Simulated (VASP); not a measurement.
# TePb (rocksalt type) (Fm-3m) in VASP: single point with PBE

Aim: the single point of TePb (rocksalt type) with PBE.

Program: VASP 6.6.1. These are calculated values, not measurements. Logs are shortened: lines on timing, memory, paths and dates and some standing lists are left out, and cuts for length are marked.

## 1. The cell of the first run

It takes space group Fm-3m (No. 225, cubic). The conventional cell has a = 6.433 Å, b = 6.433 Å, c = 6.433 Å, α = 90.00°, β = 90.00°, γ = 90.00°. Pb (site symmetry m-3m) has 6 Te at 3.22 Å within 4.2 Å. Within 4.2 Å of Te (site symmetry m-3m) lie 6 Pb at 3.22 Å.

## 2. Single point, PBE (volume scaled by 0.94)

Contents of INCAR:

```
SYSTEM = TePb
PREC = Accurate
ENCUT = 520
EDIFF = 1E-6
ISMEAR = -1
SIGMA = 0.1
LREAL = .FALSE.
LASPH = .TRUE.
NELM = 80
ALGO = Normal
ISIF = 2
LWAVE = .FALSE.
LCHARG = .FALSE.
GGA = PE
NBANDS = 17
```

Contents of KPOINTS:

```
regular mesh
0
G
  11 11 11
  0 0 0
```

Contents of POSCAR:

```
TePb
1.0
    0.0000000000      3.2165842950      3.2165842950
    3.2165842950      0.0000000000      3.2165842950
    3.2165842950      3.2165842950      0.0000000000
Pb Te
1 1
Direct
    0.0000000000      0.0000000000      0.0000000000
    0.5000000000      0.5000000000      0.5000000000
```

Potentials or basis: VASP PAW PBE potentials, release 64 (Pb_d, Te).

Command:

```sh
$ cat potpaw_PBE.64/Pb_d/POTCAR potpaw_PBE.64/Te/POTCAR > POTCAR
$ mpirun -np 1 vasp_std > vasp.out
```

OUTCAR:

```text
SYSTEM = TePb
   PREC = Accurate
   ENCUT = 520
   EDIFF = 1E-6
   ISMEAR = -1
   LREAL = .FALSE.
   LASPH = .TRUE.
   NELM = 80
   ISIF = 2
   GGA = PE

 ion  position               nearest neighbor table
   1  0.000  0.000  0.000-   2 3.22   2 3.22   2 3.22   2 3.22   2 3.22   2 3.22
   2  0.500  0.500  0.500-   1 3.22   1 3.22   1 3.22   1 3.22   1 3.22   1 3.22

  LATTYP: Found a face centered cubic cell.
 ALAT       =     6.4331685900

  Lattice vectors:

 A1 = (   0.0000000000,   3.2165842950,   3.2165842950)
 A2 = (   3.2165842950,   0.0000000000,   3.2165842950)
 A3 = (   3.2165842950,   3.2165842950,   0.0000000000)

Analysis of symmetry for initial positions (statically):
=====================================================================
 Subroutine PRICEL returns:
 Original cell was already a primitive cell.

 Routine SETGRP: Setting up the symmetry group for a
 face centered cubic supercell.

 Subroutine GETGRP returns: Found 48 space group operations
 (whereof 48 operations were pure point group operations)
 out of a pool of 48 trial point group operations.

The static configuration has the point symmetry O_h .

Analysis of symmetry for dynamics (positions and initial velocities):
=====================================================================
 Subroutine PRICEL returns:
 Original cell was already a primitive cell.

 Routine SETGRP: Setting up the symmetry group for a
 face centered cubic supercell.

 Subroutine GETGRP returns: Found 48 space group operations
 (whereof 48 operations were pure point group operations)
 out of a pool of 48 trial point group operations.

The dynamic configuration has the point symmetry O_h .

 Subroutine INISYM returns: Found 48 space group operations
 (whereof 48 operations are pure point group operations),
 and found     1 'primitive' translations

----------------------------------------------------------------------------------------

                                     Primitive cell

  volume of cell :      66.5602

  direct lattice vectors                    reciprocal lattice vectors
     0.000000000  3.216584295  3.216584295    -0.155444395  0.155444395  0.155444395
     3.216584295  0.000000000  3.216584295     0.155444395 -0.155444395  0.155444395
     3.216584295  3.216584295  0.000000000     0.155444395  0.155444395 -0.155444395

  length of vectors
     4.548937135  4.548937135  4.548937135     0.269237590  0.269237590  0.269237590

  position of ions in fractional coordinates (direct lattice)
     0.000000000  0.000000000  0.000000000
     0.500000000  0.500000000  0.500000000

  ion indices of the primitive-cell ions
   primitive index   ion index
                 1           1
                 2           2

----------------------------------------------------------------------------------------

 KPOINTS: regular mesh

Automatic generation of k-mesh.
 Grid dimensions read from file:
 generate k-points for:   11   11   11

 Generating k-lattice:

  Cartesian coordinates                     Fractional coordinates (reciprocal lattice)
    -0.014131309  0.014131309  0.014131309     0.090909091  0.000000000  0.000000000
     0.014131309 -0.014131309  0.014131309     0.000000000  0.090909091  0.000000000
     0.014131309  0.014131309 -0.014131309     0.000000000  0.000000000  0.090909091

  Length of vectors
     0.024476145  0.024476145  0.024476145

  Shift w.r.t. Gamma in fractional coordinates (k-lattice)
     0.000000000  0.000000000  0.000000000

 Subroutine IBZKPT returns following result:
 ===========================================

 Found     56 irreducible k-points:

 Following reciprocal coordinates:
            Coordinates               Weight
  0.000000  0.000000  0.000000      1.000000
  0.090909  0.000000  0.000000      8.000000
  0.181818  0.000000  0.000000      8.000000
  0.272727  0.000000  0.000000      8.000000
  0.363636  0.000000  0.000000      8.000000
  0.454545  0.000000  0.000000      8.000000
[... 16 lines left out ...]
 -0.272727  0.181818  0.000000     24.000000
 -0.181818  0.181818  0.000000     12.000000
 [... further k-points ...]
   k-points           NKPTS =     56   k-points in BZ     NKDIM =     56   number of bands    NBANDS=     17
   number of dos      NEDOS =    301   number of ions     NIONS =      2
   total plane-waves  NPLWV =  46656
   dimension x,y,z NGX =    36 NGY =   36 NGZ =   36
   dimension x,y,z NGXF=    72 NGYF=   72 NGZF=   72
   ions per type =               1   1
   NGX,Y,Z   is equivalent  to a cutoff of  13.16, 13.16, 13.16 a.u.
   NGXF,Y,Z  is equivalent  to a cutoff of  26.31, 26.31, 26.31 a.u.
 SYSTEM =  TePb
   PREC   = accura    normal or accurate (medium, high low for compatibility)
   ISTART =      0    job   : 0-new  1-cont  2-samecut
   ICHARG =      2    charge: 1-file 2-atom 10-const
   ISPIN  =      1    spin polarized calculation?
   LNONCOLLINEAR =      F non collinear calculations
   LSORBIT =      F    spin-orbit coupling
   LASPH  =      T    aspherical Exc in radial PAW
   ENCUT  =  520.0 eV  38.22 Ry    6.18 a.u.   8.46  8.46  8.46*2*pi/ulx,y,z
   NELM   =     80;   NELMIN=  2; NELMDL= -5     # of ELM steps
   EDIFF  = 0.1E-05   stopping-criterion for ELM
   LREAL  =      F    real-space projection
   EDIFFG = 0.1E-04   stopping-criterion for IOM
   NSW    =      0    number of steps for IOM
   IBRION =     -1    ionic relax: 0-MD 1-quasi-New 2-CG
   NFREE  =      0    steps in history (QN), initial steepest desc. (CG)
   ISIF   =      2    stress and relaxation
   ISYM   =      2    0-nonsym 1-usesym 2-fastsym
   POTIM  = 0.5000    time-step for ionic-motion
   TEBEG  =    0.0;   TEEND  =   0.0 temperature during run
   PSTRESS=    0.0 pullay stress
   NELECT =      20.0000    total number of electrons
   NUPDOWN=      -1.0000    fix difference up-down
   EMIN   =  10.00;   EMAX   =-10.00  energy-range for DOS
   EFERMI =   0.00;   METHOD = LEGACY
   ISMEAR =    -1;   SIGMA  =   0.10  broadening in eV -4-tet -1-fermi 0-gaus
   EFERMI_NEDOS =   21; number of points for ismear=-14 and -15
   IALGO  =     38    algorithm
   IMIX   =      4    mixing-type and parameters
     AMIX     =   0.40;   BMIX     =  1.00
     AMIX_MAG =   1.60;   BMIX_MAG =  1.00
  volume/ion in A,a.u.               =      33.28       224.59
  Fermi-wavevector in a.u.,A,eV,Ry     =   1.096512  2.072106 16.358797  1.202338
  Thomas-Fermi vector in A             =   2.232855
   LORBIT       =      0    0 simple, 1 ext, 2 COOP (PROOUT), +10 PAW based schemes
   GGA     = PE    functional components
   LHFCALC =     F    Hartree Fock is set to
   AEXX    =    0.0000 exact exchange contribution
   IVDW    =     0    specifies the selected vdW correction
   LEPSILON=     F    determine dielectric tensor
   LRPA    =     F    only Hartree local field effects (RPA)
 non-spin polarized calculation
  energy-cutoff  :      520.00
  volume of cell :       66.56
 maximum number of plane-waves:      1820
 NGX is ok and might be reduce to    36
   NGX = 17   NGY = 17   NGZ = 17

 number of electron      20.0000001 magnetization

 Free energy of the ion-electron system (eV)
  ---------------------------------------------------
  ext. energy  EPLUGINS =         0.00000000
  ---------------------------------------------------
  free energy    TOTEN  =        -7.48779854 eV

  energy without entropy =       -7.48724362  energy(sigma->0) =       -7.48752108

 E-fermi :   6.2114     XC(G=0):  -9.3608

 val. band max:        5.7550436684   @ k =   0.4545   0.0000   0.0000
 cond. band min:       6.5869969903   @ k =   0.4545   0.0000   0.0000
 fundamental gap:      0.8319533219
 Fermi energy:         6.2113727247

 k-point     1 :       0.0000    0.0000    0.0000
  band No.  band energies     occupation
      1     -10.9431      2.00000
      2     -10.9431      2.00000
      3     -10.9329      2.00000
      4     -10.9329      2.00000
      5     -10.9329      2.00000
      6      -6.3322      2.00000
[... 9 lines left out ...]
     16      11.5641      0.00000
     17      13.1157      0.00000

 k-point     2 :       0.0909    0.0000    0.0000
  band No.  band energies     occupation
      1     -10.9441      2.00000
      2     -10.9441      2.00000
      3     -10.9327      2.00000
      4     -10.9317      2.00000
      5     -10.9317      2.00000
      6      -6.2597      2.00000
[... 9 lines left out ...]
     16      11.7258      0.00000
     17      13.7577      0.00000

 k-point     3 :       0.1818    0.0000    0.0000
  band No.  band energies     occupation
      1     -10.9473      2.00000
      2     -10.9473      2.00000
      3     -10.9321      2.00000
      4     -10.9280      2.00000
      5     -10.9280      2.00000
      6      -6.0462      2.00000
[... 9 lines left out ...]
     16      12.1683      0.00000
     17      15.0453      0.00000

 k-point     4 :       0.2727    0.0000    0.0000
  band No.  band energies     occupation
      1     -10.9518      2.00000
      2     -10.9518      2.00000
      3     -10.9314      2.00000
      4     -10.9228      2.00000
      5     -10.9228      2.00000
      6      -5.7075      2.00000
[... 9 lines left out ...]
     16      12.8604      0.00000
     17      16.4834      0.00000
[... 343 lines left out ...]
      1     -10.9663      2.00000
      2     -10.9549      2.00000
      3     -10.9268      2.00000
      4     -10.9186      2.00000
      5     -10.9158      2.00000
      6      -4.8491      2.00000
[... 9 lines left out ...]
     16      13.9153      0.00000
     17      16.4368      0.00000

 k-point    23 :      -0.2727    0.1818    0.0000
  band No.  band energies     occupation
      1     -10.9593      2.00000
      2     -10.9554      2.00000
      3     -10.9282      2.00000
      4     -10.9202      2.00000
      5     -10.9189      2.00000
      6      -5.2188      2.00000
[... 9 lines left out ...]
     16      15.0209      0.00000
     17      15.4554      0.00000

 k-point    24 :      -0.1818    0.1818    0.0000
  band No.  band energies     occupation
      1     -10.9540      2.00000
      2     -10.9524      2.00000
      3     -10.9305      2.00000
      4     -10.9245      2.00000
      5     -10.9205      2.00000
      6      -5.5967      2.00000
[... 9 lines left out ...]
     16      14.3121      0.00000
     17      14.5113      0.00000

 [... further k-points ...]

------------------------ aborting loop because EDIFF is reached ----------------------------------------

  FORCE on cell =-STRESS in cart. coord.  units (eV):
  Direction    XX          YY          ZZ          XY          YZ          ZX
  --------------------------------------------------------------------------------------
  -------------------------------------------------------------------------------------
  Total        1.1322350      1.1322350      1.1322350      0.0000000      0.0000000     -0.0000000
  in kB       27.2541329     27.2541329     27.2541329      0.0000000      0.0000000     -0.0000000
  external PRESSURE =      27.2541329 kB  Pullay stress =       0.0000000 kB

 VOLUME and BASIS-vectors are now :
 -----------------------------------------------------------------------------
  energy-cutoff  :      520.00
  volume of cell :       66.56
      direct lattice vectors                 reciprocal lattice vectors
     0.000000000  3.216584295  3.216584295    -0.155444395  0.155444395  0.155444395
     3.216584295  0.000000000  3.216584295     0.155444395 -0.155444395  0.155444395
     3.216584295  3.216584295  0.000000000     0.155444395  0.155444395 -0.155444395

 POSITION                                       TOTAL-FORCE (eV/Angst)
 -----------------------------------------------------------------------------------
      0.00000      0.00000      0.00000        -0.000000      0.000000     -0.000000
      3.21658      3.21658      3.21658         0.000000     -0.000000      0.000000
 -----------------------------------------------------------------------------------
    total drift:                               -0.000000      0.000000      0.000000

  FREE ENERGIE OF THE ION-ELECTRON SYSTEM (eV)
  ---------------------------------------------------
  free  energy   TOTEN  =        -7.4877985397 eV

  energy  without entropy=       -7.4872436223  energy(sigma->0) =       -7.48752108
```

Run time: 52 s. Hardware: 1 thread of Intel Xeon Platinum 8259CL at 2.50GHz (Skylake/Cascade Lake), shared host; peak memory 0.24 GiB.

What came out:

```yaml
Free_energy: -7.4878 eV
Pressure: 2.7 GPa
```

Caveat: this odd mesh misses L, where the gap lies, so gap, dielectric constants and Born charges aren't listed; spin-orbit coupling is left out, which moves the levels of the heavy elements.
